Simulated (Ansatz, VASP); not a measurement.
## Pt in VASP and in Ansatz

```
CELL_PARAMETERS angstrom
0.00000 1.97158 1.97158
1.97158 0.00000 1.97158
1.97158 1.97158 0.00000
ATOMIC_POSITIONS crystal
Pt 0.00000 0.00000 0.00000
```

Alike in both runs: task electric field gradients; functional PBE; k mesh 16 × 16 × 16; occupations fermi-dirac, width 0.05 eV; no spin polarisation.

```csv
,VASP,Ansatz
version,VASP 6.6.1,Ansatz 0.2.0
potentials or method,"VASP PAW PBE potentials, release 64 (Pt)","PAW with Ansatz's default frozen-core files, scalar-relativistic"
plane-wave cutoff (eV),520,420
valence electrons in the cell,10,18
```

Ansatz gave:

- pressure (GPa): 5.3

Problem. Estimate VASP's values.

Solution. Pressure (GPa): 4.8.

With one functional, cell and mesh, what is left measures potentials, basis and numerics. VASP's potentials hold 10 valence electrons a cell and Ansatz's 18, so a difference there can come from the potentials and not from the codes.

Spin-orbit coupling is off throughout.
